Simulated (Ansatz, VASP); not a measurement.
# One calculation of BN, two programs

```
B N
1.0
     2.52384    0.00000    0.00000
    -1.26192    2.18571    0.00000
     0.00000    0.00000    4.17630
B N
2 2
Direct
  0.33333 0.66667 0.99986
  0.66667 0.33333 0.49986
  0.33333 0.66667 0.37414
  0.66667 0.33333 0.87414
```

Alike in both runs: functional LDA; k mesh 9 × 9 × 6; occupations gaussian, width 0.1 eV; no spin polarisation.

Ansatz relaxed the structure, and its values are those at the end. VASP's run is a single point on that final structure, the one shown.

|  | VASP | Ansatz |
| --- | --- | --- |
| version | VASP 6.6.1 | Ansatz 0.2.0 |
| potentials or method | VASP PAW LDA potentials, release 64 (B, N), cutoff 600 eV | scalar-relativistic, plane waves, PAW |
| valence electrons in the cell | 16 | 16 |

Ansatz gave:

```
gap on the k mesh at the Fermi level (eV) : 4.92
least direct gap on the mesh (eV)         : 8.28
pressure (GPa)                            : -0.3
rms of the force components (eV/Å)        : 0.007
```

**Question.** Estimate VASP's values.

**Answer.** gap on the k mesh at the Fermi level (eV): 4.90; least direct gap on the mesh (eV): 8.27; pressure (GPa): 0.4; rms of the force components (eV/Å): 0.006.

LDA's correlation is that of Perdew and Zunger in VASP and of Perdew and Wang (1992) in Ansatz.
